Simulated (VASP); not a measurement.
A run of VASP 6.6.1:

Contents of INCAR:

```
SYSTEM = Ga
PREC = Accurate
ENCUT = 520
EDIFF = 1E-7
ISMEAR = 0
SIGMA = 0.1
LREAL = .FALSE.
LASPH = .TRUE.
NELM = 100
ALGO = Normal
ISIF = 2
LWAVE = .FALSE.
LCHARG = .FALSE.
GGA = PS
NBANDS = 12
```

KPOINTS

```
Automatic mesh
0
G
  16 16 16
  0 0 0
```

POSCAR

```
Ga
1.0
   -1.8275222327      1.8275222327      1.8275222327
    1.8275222327     -1.8275222327      1.8275222327
    1.8275222327      1.8275222327     -1.8275222327
Ga
1
Direct
    0.0000000000      0.0000000000      0.0000000000
```

Potentials or basis: VASP PAW PBE potentials, release 64 (Ga_d).

Run with:

```sh
$ cat potpaw_PBE.64/Ga_d/POTCAR > POTCAR
$ mpirun -np 1 vasp_std > vasp.out
```

Hardware: 1 thread of Intel(R) Xeon(R) Platinum 8259CL CPU @ 2.50GHz (Skylake/Cascade Lake), with other jobs on the host.

**Question.** Estimate the wall time of this run.

**Answer.** Run time: 18 s on 1 thread of Intel(R) Xeon(R) Platinum 8259CL CPU @ 2.50GHz (Skylake/Cascade Lake) (shared host), peak memory 0.16 GiB. Counts: scf iterations 11, k points 145.
